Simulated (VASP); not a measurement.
Write the native input for VASP 6.6.1 that does the following.

```yaml
Task: single point
Functional: PBE
Potentials_or_basis: VASP PAW PBE potentials, release 64 (W_sv)
Cutoff: 520 eV
k_mesh: 12 × 12 × 12
Occupations: gaussian, width 0.012 eV
Spin: no spin polarisation
Dipole_correction: no
Further_INCAR_settings: ALGO = Fast; EDIFF = 1e-06; NBANDS = 13
```

The structure of W lies in POSCAR:

```
W
1.0
   -1.5823450000      1.5823450000      1.5823450000
    1.5823450000     -1.5823450000      1.5823450000
    1.5823450000      1.5823450000     -1.5823450000
W
1
Direct
    0.0000000000      0.0000000000      0.0000000000
```

These files were run (other wordings do the same):

INCAR

```
PREC = Accurate
ENCUT = 520
EDIFF = 1E-6
ISMEAR = 0
SIGMA = 0.012
LREAL = F
LASPH = T
NELM = 60
ALGO = Fast
ISIF = 2
LWAVE = F
LCHARG = F
GGA = PE
NBANDS = 13
```

KPOINTS

```
Automatic mesh
0
Gamma
  12 12 12
```

Potentials or basis: VASP PAW PBE potentials, release 64 (W_sv).

Launch:

```sh
$ cat potpaw_PBE.64/W_sv/POTCAR > POTCAR
$ mpirun -np 1 vasp_std > vasp.out
```

Results of the run:

The pressure is 6.7 GPa and the band gap on the k mesh is zero (band 7 reaches 16.61 eV, above the bottom of band 8 at 10.21 eV).

Caveat: spin-orbit coupling is left out, which moves the levels of the heavy elements.

It took 8.1 s on 1 thread of Intel Xeon 6975P-C, with other jobs on the host, peak memory 0.13 GiB.
